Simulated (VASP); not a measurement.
# TiO2 (P4_2nm) in VASP: single point with r2SCAN

Aim: the single point of TiO2 with r2SCAN.

Everything below comes from runs of VASP 6.6.1. Logs are shortened: lines on timing, memory, paths and dates and some standing lists are left out, and cuts for length are marked.

## (1) The cell of the first run

The structure is tetragonal, space group P4_2nm (No. 102). Conventional cell: a = 4.597 Å, b = 4.597 Å, c = 2.954 Å, α = 90.00°, β = 90.00°, γ = 90.00°. Within 2.5 Å of Ti (site symmetry 2mm) lie 6 O at 1.85 to 2.04 Å. O (site symmetry m) has 3 Ti at 1.85 to 2.04 Å and 1 O at 2.54 Å within 2.6 Å.

## (2) Single point, r2SCAN (all Ti atoms moved +0.125 Å, as atom 1 along Cartesian [0 0 1])

Contents of POSCAR:

```
TiO2
1.0
    4.5967496901      0.0000000000      0.0000000000
    0.0000000000      4.5967496901      0.0000000000
    0.0000000000      0.0000000000      2.9536714147
Ti O
2 4
Direct
    0.0000000000      0.0000000000      0.0423202118
    0.5000000000      0.5000000000      0.5423202118
    0.3046118010      0.3046118010      0.0000000000
    0.1953881990      0.8046118010      0.5000000000
    0.6953881990      0.6953881990      0.0000000000
    0.8046118010      0.1953881990      0.5000000000
```

Contents of INCAR.step1:

```
SYSTEM = TiO2
PREC = Accurate ; ENCUT = 520
ISMEAR = 0 ; SIGMA = 0.05
LREAL = .False. ; LASPH = .True.
NELM = 60 ; NBANDS = 33
GGA = PE ; ALGO = Normal
EDIFF = 1E-4 ; LWAVE = .True.
LCHARG = .False.
```

Contents of INCAR.step2:

```
SYSTEM = TiO2
PREC = Accurate ; ENCUT = 520
EDIFF = 1E-7 ; ISMEAR = 0
SIGMA = 0.05 ; LREAL = .False.
LASPH = .True. ; NELM = 60
ALGO = Normal ; ISIF = 2
LWAVE = .False. ; LCHARG = .False.
METAGGA = R2SCAN ; LMIXTAU = .True.
NBANDS = 33 ; ISTART = 1
```

Contents of KPOINTS:

```
regular mesh
0
Gamma
  6 6 10
  0 0 0
```

Potentials or basis: VASP PAW PBE potentials, release 64 (Ti_sv, O).

The run is started by

```
$ cat potpaw_PBE.64/Ti_sv/POTCAR potpaw_PBE.64/O/POTCAR > POTCAR
$ cp INCAR.step1 INCAR
$ mpirun -np 1 vasp_std > vasp.out
$ cp INCAR.step2 INCAR
$ mpirun -np 1 vasp_std > vasp.out
```

OUTCAR:

```text
SYSTEM = TiO2
   PREC = Accurate
   ENCUT = 520
   EDIFF = 1E-7
   ISMEAR = 0
   LREAL = .False.
   LASPH = .True.
   NELM = 60
   ISIF = 2
   METAGGA = R2SCAN
   ISTART = 1

 ion  position               nearest neighbor table
   1  0.000  0.000  0.042-   4 1.85   6 1.85   5 1.98   3 1.98   4 2.04   6 2.04
   2  0.500  0.500  0.542-   3 1.85   5 1.85   4 1.98   6 1.98   3 2.04   5 2.04
   3  0.305  0.305  0.000-   2 1.85   1 1.98   2 2.04
   4  0.195  0.805  0.500-   1 1.85   2 1.98   1 2.04
   5  0.695  0.695  0.000-   2 1.85   1 1.98   2 2.04
   6  0.805  0.195  0.500-   1 1.85   2 1.98   1 2.04

  LATTYP: Found a simple tetragonal cell.
 ALAT       =     4.5967496901
 C/A-ratio  =     0.6425565049

  Lattice vectors:

 A1 = (   4.5967496901,   0.0000000000,   0.0000000000)
 A2 = (   0.0000000000,   4.5967496901,   0.0000000000)
 A3 = (   0.0000000000,   0.0000000000,   2.9536714147)

Analysis of symmetry for initial positions (statically):
=====================================================================
 Subroutine PRICEL returns:
 Original cell was already a primitive cell.

 Routine SETGRP: Setting up the symmetry group for a
 simple tetragonal supercell.

 Subroutine GETGRP returns: Found  8 space group operations
 (whereof  4 operations were pure point group operations)
 out of a pool of 16 trial point group operations.

The static configuration has the point symmetry C_2v.
 The point group associated with its full space group is C_4v.

Analysis of symmetry for dynamics (positions and initial velocities):
=====================================================================
 Subroutine PRICEL returns:
 Original cell was already a primitive cell.

 Routine SETGRP: Setting up the symmetry group for a
 simple tetragonal supercell.

 Subroutine GETGRP returns: Found  8 space group operations
 (whereof  4 operations were pure point group operations)
 out of a pool of 16 trial point group operations.

The dynamic configuration has the point symmetry C_2v.
 The point group associated with its full space group is C_4v.

 Subroutine INISYM returns: Found  8 space group operations
 (whereof  4 operations are pure point group operations),
 and found     1 'primitive' translations

----------------------------------------------------------------------------------------

                                     Primitive cell

  volume of cell :      62.4114

[... 100 lines left out ...]
   IBRION =     -1    ionic relax: 0-MD 1-quasi-New 2-CG
   NFREE  =      0    steps in history (QN), initial steepest desc. (CG)
   ISIF   =      2    stress and relaxation
   ISYM   =      2    0-nonsym 1-usesym 2-fastsym
   POTIM  = 0.5000    time-step for ionic-motion
   TEBEG  =    0.0;   TEEND  =   0.0 temperature during run
   PSTRESS=    0.0 pullay stress
   NELECT =      48.0000    total number of electrons
   NUPDOWN=      -1.0000    fix difference up-down
   EMIN   =  10.00;   EMAX   =-10.00  energy-range for DOS
   EFERMI =   0.00;   METHOD = LEGACY
   ISMEAR =     0;   SIGMA  =   0.05  broadening in eV -4-tet -1-fermi 0-gaus
   EFERMI_NEDOS =   21; number of points for ismear=-14 and -15
   IALGO  =     38    algorithm
   IMIX   =      4    mixing-type and parameters
     AMIX     =   0.40;   BMIX     =  1.00
     AMIX_MAG =   1.60;   BMIX_MAG =  1.00
  volume/ion in A,a.u.               =      10.40        70.20
  Fermi-wavevector in a.u.,A,eV,Ry     =   1.499917  2.834432 30.609728  2.249752
  Thomas-Fermi vector in A             =   2.611485
   LORBIT       =      0    0 simple, 1 ext, 2 COOP (PROOUT), +10 PAW based schemes
   METAGGA = R2SCAN    functional components
   LHFCALC =     F    Hartree Fock is set to
   AEXX    =    0.0000 exact exchange contribution
   IVDW    =     0    specifies the selected vdW correction
   LEPSILON=     F    determine dielectric tensor
   LRPA    =     F    only Hartree local field effects (RPA)
 non-spin polarized calculation
 Gauss-broadening in eV      SIGMA  =   0.05
  energy-cutoff  :      520.00
  volume of cell :       62.41
 maximum number of plane-waves:      1698
 NGX is ok and might be reduce to    36
   NGX = 17   NGY = 17   NGZ = 11

 number of electron      48.0000021 magnetization

 Free energy of the ion-electron system (eV)
  ---------------------------------------------------
  ext. energy  EPLUGINS =         0.00000000
  ---------------------------------------------------
  free energy    TOTEN  =       -69.75472838 eV

  energy without entropy =      -69.75472838  energy(sigma->0) =      -69.75472838

 E-fermi :   4.7943     XC(G=0): -12.1447

 val. band max:        4.4634747287   @ k =   0.0000   0.0000   0.0000
 cond. band min:       6.9466454706   @ k =   0.5000   0.1667   0.5000
 fundamental gap:      2.4831707419
 Fermi energy:         4.7942908619

 k-point     1 :       0.0000    0.0000    0.0000
  band No.  band energies     occupation
      1     -54.5006      2.00000
      2     -54.4826      2.00000
      3     -29.7872      2.00000
      4     -29.7872      2.00000
      5     -29.5949      2.00000
      6     -29.5949      2.00000
[... 853 lines left out ...]
     32      10.0766      0.00000
     33      11.6926      0.00000

 [... further k-points ...]

------------------------ aborting loop because EDIFF is reached ----------------------------------------

  FORCE on cell =-STRESS in cart. coord.  units (eV):
  Direction    XX          YY          ZZ          XY          YZ          ZX
  --------------------------------------------------------------------------------------
  -------------------------------------------------------------------------------------
  Total        1.1617865      1.1617865      1.8911270      0.0000000      0.0000000      0.0000000
  in kB       29.8244886     29.8244886     48.5475574      0.0000000      0.0000000      0.0000000
  external PRESSURE =      36.0655115 kB  Pullay stress =       0.0000000 kB

 VOLUME and BASIS-vectors are now :
 -----------------------------------------------------------------------------
  energy-cutoff  :      520.00
  volume of cell :       62.41
      direct lattice vectors                 reciprocal lattice vectors
     4.596749690  0.000000000  0.000000000     0.217545019  0.000000000  0.000000000
     0.000000000  4.596749690  0.000000000     0.000000000  0.217545019  0.000000000
     0.000000000  0.000000000  2.953671415     0.000000000  0.000000000  0.338561695

 POSITION                                       TOTAL-FORCE (eV/Angst)
 -----------------------------------------------------------------------------------
      0.00000      0.00000      0.12500         0.000000     -0.000000     -0.413088
      2.29837      2.29837      1.60184         0.000000     -0.000000     -0.413088
      1.40022      1.40022      0.00000        -0.166597     -0.166597      0.206544
      0.89815      3.69860      1.47684         0.166597     -0.166597      0.206544
      3.19653      3.19653      0.00000         0.166597      0.166597      0.206544
      3.69860      0.89815      1.47684        -0.166597      0.166597      0.206544
 -----------------------------------------------------------------------------------
    total drift:                                0.000000      0.000000     -0.002452

  FREE ENERGIE OF THE ION-ELECTRON SYSTEM (eV)
  ---------------------------------------------------
  free  energy   TOTEN  =       -69.7547283759 eV

  energy  without entropy=      -69.7547283759  energy(sigma->0) =      -69.75472838
```

OUTCAR.step1:

```text
SYSTEM = TiO2
   PREC = Accurate
   ENCUT = 520
   ISMEAR = 0
   LREAL = .False.
   LASPH = .True.
   NELM = 60
[... 1103 lines left out ...]
      0.89815      3.69860      1.47684         0.190838     -0.190838      0.145349
      3.19653      3.19653      0.00000         0.190838      0.190838      0.145349
      3.69860      0.89815      1.47684        -0.190838      0.190838      0.145349
 -----------------------------------------------------------------------------------
    total drift:                                0.000000      0.000000     -0.001122

  FREE ENERGIE OF THE ION-ELECTRON SYSTEM (eV)
  ---------------------------------------------------
  free  energy   TOTEN  =       -53.6219299802 eV

  energy  without entropy=      -53.6219299802  energy(sigma->0) =      -53.62192998
```

It took 4.4 min on 1 thread of Intel Xeon Platinum 8488C (Sapphire Rapids), shared host; peak memory 0.24 GiB.

What came out:

```yaml
Free_energy: -69.7547 eV
Pressure: 3.6 GPa
Largest_force: 0.413 eV/Å
Band_gap_on_the_k_mesh: 2.48 eV (least direct gap 2.67 eV)
```

Forces in eV/Å, atoms in the order of the input:
```
Ti   0.000  0.000 -0.413
Ti   0.000  0.000 -0.413
O   -0.167 -0.167  0.207
O    0.167 -0.167  0.207
O    0.167  0.167  0.207
O   -0.167  0.167  0.207
```

Levels at points of the mesh, in eV from the valence-band top:
| k point | band 21 | band 22 | band 23 | band 24 | band 25 | band 26 | band 27 | band 28 |
| --- | --- | --- | --- | --- | --- | --- | --- | --- |
| (0.00, 0.00, 0.00) | -0.96 | -0.60 | -0.60 | 0.00 | 2.67 | 2.86 | 2.97 | 3.23 |
| (0.50, 0.00, 0.00) | -1.62 | -1.62 | -0.76 | -0.76 | 2.84 | 2.84 | 3.88 | 3.88 |
| (0.50, 0.50, 0.00) | -1.51 | -1.51 | -1.19 | -1.19 | 2.66 | 2.66 | 3.20 | 3.20 |
| (0.00, 0.00, 0.50) | -2.38 | -2.38 | -1.42 | -1.42 | 3.52 | 3.52 | 3.80 | 3.80 |
| (0.50, 0.00, 0.50) | -1.98 | -1.98 | -1.10 | -1.10 | 2.50 | 2.50 | 3.82 | 3.82 |
| (0.50, 0.50, 0.50) | -1.55 | -1.04 | -0.65 | -0.65 | 2.73 | 3.59 | 3.76 | 3.76 |

Caveat: the cell differs from its parent crystal (all Ti atoms moved +0.125 Å, as atom 1 along Cartesian [0 0 1]); the cell stands under pressure; the PAW data sets were made with another functional, which shifts forces and pressure a little.
